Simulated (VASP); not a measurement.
# SiNi3 (Im-3m) in VASP: a series of runs

The runs below take SiNi3 through single point, with PBE.

Program: VASP 6.6.1. These are calculated values, not measurements. Logs are shortened: lines on timing, memory, paths and dates and some standing lists are left out, and cuts for length are marked.

## Step 1: The cell of the first run

Symmetry: Im-3m, No. 229, cubic system. Conventional cell: a = 4.670 Å, b = 4.670 Å, c = 4.670 Å, α = 90.00°, β = 90.00°, γ = 90.00°. Si (site symmetry m-3m) has 6 Ni at 2.33 Å within 3.1 Å. Within 3.1 Å of Ni (site symmetry 4/mmm) lie 2 Si at 2.33 Å and 4 Ni at 2.33 Å.

## Step 2: Single point, PBE

INCAR

```
SYSTEM = SiNi3
PREC = Accurate ; ENCUT = 520
EDIFF = 1E-6 ; ISMEAR = 0
SIGMA = 0.1 ; LREAL = .False.
LASPH = .True. ; NELM = 80
ALGO = Fast ; ISIF = 2
LWAVE = .False. ; LCHARG = .True.
GGA = PE ; LELF = .True.
LVHAR = .True. ; NBANDS = 25
```

KPOINTS

```
Automatic mesh
0
Gamma
  14 14 14
  0 0 0
```

POSCAR

```
SiNi3
1.0
   -2.3349380354      2.3349380354      2.3349380354
    2.3349380354     -2.3349380354      2.3349380354
    2.3349380354      2.3349380354     -2.3349380354
Si Ni
1 3
Direct
    0.0000000000      0.0000000000      0.0000000000
    0.0000000000      0.5000000000      0.5000000000
    0.5000000000      0.0000000000      0.5000000000
    0.5000000000      0.5000000000      0.0000000000
```

Potentials or basis: VASP PAW PBE potentials, release 64 (Si, Ni).

Command:

```bash
$ cat potpaw_PBE.64/Si/POTCAR potpaw_PBE.64/Ni/POTCAR > POTCAR
$ mpirun -np 1 vasp_std > vasp.out
```

OUTCAR:

```text
SYSTEM = SiNi3
   PREC = Accurate
   ENCUT = 520
   EDIFF = 1E-6
   ISMEAR = 0
   LREAL = .False.
   LASPH = .True.
   NELM = 80
   ISIF = 2
   GGA = PE

 ion  position               nearest neighbor table
   1  0.000  0.000  0.000-   2 2.33   3 2.33   4 2.33   2 2.33   3 2.33   4 2.33
   2  0.000  0.500  0.500-   1 2.33   3 2.33   4 2.33   1 2.33   4 2.33   3 2.33
   3  0.500  0.000  0.500-   1 2.33   2 2.33   4 2.33   4 2.33   1 2.33   2 2.33
   4  0.500  0.500  0.000-   1 2.33   2 2.33   3 2.33   3 2.33   2 2.33   1 2.33

  LATTYP: Found a body centered cubic cell.
 ALAT       =     4.6698760708

  Lattice vectors:

 A1 = (  -2.3349380354,   2.3349380354,   2.3349380354)
 A2 = (   2.3349380354,  -2.3349380354,   2.3349380354)
 A3 = (   2.3349380354,   2.3349380354,  -2.3349380354)

Analysis of symmetry for initial positions (statically):
=====================================================================
 Subroutine PRICEL returns:
 Original cell was already a primitive cell.

 Routine SETGRP: Setting up the symmetry group for a
 body centered cubic supercell.

 Subroutine GETGRP returns: Found 48 space group operations
 (whereof 48 operations were pure point group operations)
 out of a pool of 48 trial point group operations.

The static configuration has the point symmetry O_h .

Analysis of symmetry for dynamics (positions and initial velocities):
=====================================================================
 Subroutine PRICEL returns:
 Original cell was already a primitive cell.

 Routine SETGRP: Setting up the symmetry group for a
 body centered cubic supercell.

 Subroutine GETGRP returns: Found 48 space group operations
 (whereof 48 operations were pure point group operations)
 out of a pool of 48 trial point group operations.

The dynamic configuration has the point symmetry O_h .

 Subroutine INISYM returns: Found 48 space group operations
 (whereof 48 operations are pure point group operations),
 and found     1 'primitive' translations

----------------------------------------------------------------------------------------

                                     Primitive cell

  volume of cell :      50.9197

  direct lattice vectors                    reciprocal lattice vectors
    -2.334938035  2.334938035  2.334938035     0.000000000  0.214138445  0.214138445
     2.334938035 -2.334938035  2.334938035     0.214138445  0.000000000  0.214138445
     2.334938035  2.334938035 -2.334938035     0.214138445  0.214138445  0.000000000

  length of vectors
     4.044231310  4.044231310  4.044231310     0.302837493  0.302837493  0.302837493

  position of ions in fractional coordinates (direct lattice)
     0.000000000  0.000000000  0.000000000
     0.000000000  0.500000000  0.500000000
     0.500000000  0.000000000  0.500000000
     0.500000000  0.500000000  0.000000000

  ion indices of the primitive-cell ions
   primitive index   ion index
                 1           1
                 2           2
                 3           3
                 4           4

----------------------------------------------------------------------------------------

 KPOINTS: Automatic mesh

Automatic generation of k-mesh.
 Grid dimensions read from file:
 generate k-points for:   14   14   14

 Generating k-lattice:

  Cartesian coordinates                     Fractional coordinates (reciprocal lattice)
     0.000000000  0.015295603  0.015295603     0.071428571  0.000000000  0.000000000
     0.015295603  0.000000000  0.015295603     0.000000000  0.071428571  0.000000000
     0.015295603  0.015295603  0.000000000     0.000000000  0.000000000  0.071428571

  Length of vectors
     0.021631250  0.021631250  0.021631250

  Shift w.r.t. Gamma in fractional coordinates (k-lattice)
     0.000000000  0.000000000  0.000000000

 Subroutine IBZKPT returns following result:
 ===========================================

 Found    104 irreducible k-points:

 Following reciprocal coordinates:
            Coordinates               Weight
  0.000000  0.000000  0.000000      1.000000
  0.071429  0.000000  0.000000     12.000000
  0.142857  0.000000  0.000000     12.000000
  0.214286  0.000000  0.000000     12.000000
  0.285714  0.000000  0.000000     12.000000
  0.357143  0.000000  0.000000     12.000000
[... 16 lines left out ...]
  0.285714  0.285714  0.000000     24.000000
  0.357143  0.285714  0.000000     24.000000
 [... further k-points ...]
   k-points           NKPTS =    104   k-points in BZ     NKDIM =    104   number of bands    NBANDS=     25
   number of dos      NEDOS =    301   number of ions     NIONS =      4
   total plane-waves  NPLWV =  27000
   dimension x,y,z NGX =    30 NGY =   30 NGZ =   30
   dimension x,y,z NGXF=    60 NGYF=   60 NGZF=   60
   ions per type =               1   3
   NGX,Y,Z   is equivalent  to a cutoff of  12.33, 12.33, 12.33 a.u.
   NGXF,Y,Z  is equivalent  to a cutoff of  24.66, 24.66, 24.66 a.u.
 SYSTEM =  SiNi3
   PREC   = accura    normal or accurate (medium, high low for compatibility)
   ISTART =      0    job   : 0-new  1-cont  2-samecut
   ICHARG =      2    charge: 1-file 2-atom 10-const
   ISPIN  =      1    spin polarized calculation?
   LNONCOLLINEAR =      F non collinear calculations
   LSORBIT =      F    spin-orbit coupling
   LASPH  =      T    aspherical Exc in radial PAW
   ENCUT  =  520.0 eV  38.22 Ry    6.18 a.u.   7.52  7.52  7.52*2*pi/ulx,y,z
   NELM   =     80;   NELMIN=  2; NELMDL= -5     # of ELM steps
   EDIFF  = 0.1E-05   stopping-criterion for ELM
   LREAL  =      F    real-space projection
[... 7 lines left out ...]
   TEBEG  =    0.0;   TEEND  =   0.0 temperature during run
   PSTRESS=    0.0 pullay stress
   NELECT =      34.0000    total number of electrons
   NUPDOWN=      -1.0000    fix difference up-down
   EMIN   =  10.00;   EMAX   =-10.00  energy-range for DOS
   EFERMI =   0.00;   METHOD = LEGACY
   ISMEAR =     0;   SIGMA  =   0.10  broadening in eV -4-tet -1-fermi 0-gaus
   EFERMI_NEDOS =   21; number of points for ismear=-14 and -15
   IALGO  =     68    algorithm
   IMIX   =      4    mixing-type and parameters
     AMIX     =   0.40;   BMIX     =  1.00
     AMIX_MAG =   1.60;   BMIX_MAG =  1.00
  volume/ion in A,a.u.               =      12.73        85.91
  Fermi-wavevector in a.u.,A,eV,Ry     =   1.430888  2.703987 27.857136  2.047442
  Thomas-Fermi vector in A             =   2.550685
   LORBIT       =      0    0 simple, 1 ext, 2 COOP (PROOUT), +10 PAW based schemes
   GGA     = PE    functional components
   LHFCALC =     F    Hartree Fock is set to
   AEXX    =    0.0000 exact exchange contribution
   IVDW    =     0    specifies the selected vdW correction
   LEPSILON=     F    determine dielectric tensor
   LRPA    =     F    only Hartree local field effects (RPA)
 non-spin polarized calculation
 RMM-DIIS sequential band-by-band and
 Gauss-broadening in eV      SIGMA  =   0.10
  energy-cutoff  :      520.00
  volume of cell :       50.92
 maximum number of plane-waves:      1409
   NGX = 15   NGY = 15   NGZ = 15

 number of electron      33.9999947 magnetization

 Free energy of the ion-electron system (eV)
  ---------------------------------------------------
  ext. energy  EPLUGINS =         0.00000000
  ---------------------------------------------------
  free energy    TOTEN  =       -20.81318479 eV

  energy without entropy =      -20.79012096  energy(sigma->0) =      -20.80165288

 E-fermi :   8.1787     XC(G=0): -12.0995

 val. band max:        8.1761639676   @ k =   0.2143   0.2143   0.1429
 cond. band min:       8.1788990539   @ k =  -0.2143   0.2857   0.0714
 fundamental gap:      0.0027350864
 Fermi energy:         8.1786871946

 k-point     1 :       0.0000    0.0000    0.0000
  band No.  band energies     occupation
      1      -2.2714      2.00000
      2       4.7985      2.00000
      3       4.7985      2.00000
      4       4.7985      2.00000
      5       4.9416      2.00000
      6       5.3408      2.00000
[... 17 lines left out ...]
     24      16.8089      0.00000
     25      16.8095      0.00000

 k-point     2 :       0.0714    0.0000    0.0000
  band No.  band energies     occupation
      1      -2.2063      2.00000
      2       4.7795      2.00000
      3       4.7834      2.00000
      4       4.8295      2.00000
      5       4.9499      2.00000
      6       5.3507      2.00000
[... 17 lines left out ...]
     24      16.9090      0.00000
     25      16.9361      0.00000

 k-point     3 :       0.1429    0.0000    0.0000
  band No.  band energies     occupation
      1      -2.0130      2.00000
      2       4.6342      2.00000
      3       4.7408      2.00000
      4       4.9218      2.00000
      5       5.0286      2.00000
      6       5.3825      2.00000
[... 17 lines left out ...]
     24      17.0078      0.00000
     25      17.2107      0.00000

 k-point     4 :       0.2143    0.0000    0.0000
  band No.  band energies     occupation
      1      -1.6988      2.00000
      2       4.2848      2.00000
      3       4.6790      2.00000
      4       5.0724      2.00000
      5       5.1679      2.00000
      6       5.4488      2.00000
[... 17 lines left out ...]
     24      17.1841      0.00000
     25      17.7158      0.00000
[... 477 lines left out ...]
 k-point    22 :       0.3571    0.2143    0.0000
  band No.  band energies     occupation
      1       0.0922      2.00000
      2       2.6182      2.00000
      3       3.8742      2.00000
      4       4.6752      2.00000
      5       5.6187      2.00000
      6       5.9364      2.00000
[... 17 lines left out ...]
     24      17.8639      0.00000
     25      19.4332      0.00000

 k-point    23 :       0.2857    0.2857    0.0000
  band No.  band energies     occupation
      1       0.1079      2.00000
      2       2.8496      2.00000
      3       3.5958      2.00000
      4       4.6475      2.00000
      5       5.7447      2.00000
      6       5.7960      2.00000
[... 17 lines left out ...]
     24      17.3027      0.00000
     25      20.0216      0.00000

 k-point    24 :       0.3571    0.2857    0.0000
  band No.  band energies     occupation
      1       0.2510      2.00000
      2       2.8622      2.00000
      3       3.3696      2.00000
      4       4.6237      2.00000
      5       5.7749      2.00000
      6       5.9181      2.00000
[... 17 lines left out ...]
     24      17.3699      0.00000
     25      20.0390      0.00000

 [... further k-points ...]

------------------------ aborting loop because EDIFF is reached ----------------------------------------

  FORCE on cell =-STRESS in cart. coord.  units (eV):
  Direction    XX          YY          ZZ          XY          YZ          ZX
  --------------------------------------------------------------------------------------
  -------------------------------------------------------------------------------------
  Total        0.0416658      0.0416658      0.0416658     -0.0000000      0.0000000     -0.0000000
  in kB        1.3110047      1.3110047      1.3110047     -0.0000000      0.0000000     -0.0000000
  external PRESSURE =       1.3110047 kB  Pullay stress =       0.0000000 kB

 VOLUME and BASIS-vectors are now :
 -----------------------------------------------------------------------------
  energy-cutoff  :      520.00
  volume of cell :       50.92
      direct lattice vectors                 reciprocal lattice vectors
    -2.334938035  2.334938035  2.334938035     0.000000000  0.214138445  0.214138445
     2.334938035 -2.334938035  2.334938035     0.214138445  0.000000000  0.214138445
     2.334938035  2.334938035 -2.334938035     0.214138445  0.214138445  0.000000000

 POSITION                                       TOTAL-FORCE (eV/Angst)
 -----------------------------------------------------------------------------------
      0.00000      0.00000      0.00000         0.000000      0.000000     -0.000000
      2.33494      0.00000      0.00000        -0.000000     -0.000000      0.000000
      0.00000      2.33494      0.00000        -0.000000     -0.000000     -0.000000
      0.00000      0.00000      2.33494         0.000000      0.000000     -0.000000
 -----------------------------------------------------------------------------------
    total drift:                                0.000000     -0.000000      0.000000

  FREE ENERGIE OF THE ION-ELECTRON SYSTEM (eV)
  ---------------------------------------------------
  free  energy   TOTEN  =       -20.8131847950 eV

  energy  without entropy=      -20.7901209650  energy(sigma->0) =      -20.80165288
```

Run time: 1.8 min. Hardware: 1 thread of Intel Xeon Platinum 8375C at 2.90GHz (Ice Lake), shared host; peak memory 0.24 GiB.

What came out:

```
Free energy            : -20.8132 eV
Pressure               : 0.1 GPa
Band gap on the k mesh : zero (band 17 reaches 8.90 eV, above the bottom of band 18 at 7.70 eV)
```

## Step 3: Single point, PBE

INCAR

```
ALGO = Fast
EDIFF = 1E-6
ENCUT = 520
GGA = PE
ISIF = 2
ISMEAR = 0
LASPH = T
LCHARG = T
LELF = T
LREAL = F
LVHAR = T
LWAVE = F
NBANDS = 25
NELM = 80
PREC = Accurate
SIGMA = 0.1
```

KPOINTS

```
k-points
0
Gamma
  14 14 14
```

POSCAR is that of step 2.

Potentials or basis: VASP PAW PBE potentials, release 64 (Si, Ni).

Command:

```bash
$ cat potpaw_PBE.64/Si/POTCAR potpaw_PBE.64/Ni/POTCAR > POTCAR
$ mpirun -np 1 vasp_std > vasp.out
```

Wall time 1.8 min (1 thread of Intel Xeon Platinum 8375C at 2.90GHz (Ice Lake), shared host); peak memory 0.24 GiB.

It converged, with:

- Free energy: -20.8132 eV
- Pressure: 0.1 GPa
- Band gap on the k mesh: zero (band 17 reaches 8.90 eV, above the bottom of band 18 at 7.70 eV)

Levels at points of the mesh, in eV from the Fermi level:
| k point | band 13 | band 14 | band 15 | band 16 | band 17 | band 18 | band 19 | band 20 | band 21 | band 22 |
| --- | --- | --- | --- | --- | --- | --- | --- | --- | --- | --- |
| (0.00, 0.00, 0.00) | -0.07 | -0.07 | -0.07 | 0.41 | 0.41 | 0.41 | 0.98 | 5.02 | 5.02 | 5.02 |
| (0.50, 0.00, 0.00) | -1.07 | -0.84 | -0.53 | -0.33 | -0.22 | 1.16 | 1.37 | 3.23 | 3.27 | 7.51 |
| (0.50, 0.50, 0.50) | -0.95 | -0.95 | -0.95 | -0.10 | -0.10 | -0.10 | 1.41 | 2.58 | 2.58 | 8.39 |
